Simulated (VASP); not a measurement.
Write the native input for VASP 6.6.1 that does the following.

```
Task                   : single point
Functional             : PBEsol
Potentials or basis    : VASP PAW PBE potentials, release 64 (Mo_sv, Sb)
Cutoff                 : 520 eV
k mesh                 : 10 × 10 × 10
Occupations            : gaussian, width 0.05 eV
Spin                   : no spin polarisation
Dipole correction      : no
Further INCAR settings : ALGO = Normal; EDIFF = 1e-07; NBANDS = 16
```

The structure of SbMo lies in POSCAR:

```
SbMo
1.0
    0.0000000000      3.0626261251      3.0626261251
    3.0626261251      0.0000000000      3.0626261251
    3.0626261251      3.0626261251      0.0000000000
Mo Sb
1 1
Direct
    0.0000000000      0.0000000000      0.0000000000
    0.2500000000      0.2500000000      0.2500000000
```

The input as run:

INCAR

```
SYSTEM = SbMo
PREC = Accurate ; ENCUT = 520
EDIFF = 1E-7 ; ISMEAR = 0
SIGMA = 0.05 ; LREAL = .FALSE.
LASPH = .TRUE. ; NELM = 60
ALGO = Normal ; ISIF = 2
LWAVE = .FALSE. ; LCHARG = .TRUE.
GGA = PS ; LELF = .TRUE.
LVHAR = .TRUE. ; NBANDS = 16
```

KPOINTS

```
Automatic mesh
0
G
  10 10 10
  0 0 0
```

Potentials or basis: VASP PAW PBE potentials, release 64 (Mo_sv, Sb).

Launch:

```sh
$ cat potpaw_PBE.64/Mo_sv/POTCAR potpaw_PBE.64/Sb/POTCAR > POTCAR
$ mpirun -np 1 vasp_std > vasp.out
```

It gave:

| Quantity | Value |
| --- | --- |
| Pressure | -3.1 GPa |

Caveat: the PAW data sets were made with another functional, which shifts forces and pressure a little.

Wall time 62 s on 1 thread of Intel(R) Xeon(R) Platinum 8259CL CPU @ 2.50GHz (Skylake/Cascade Lake), on a shared host, peak memory 0.2 GiB.
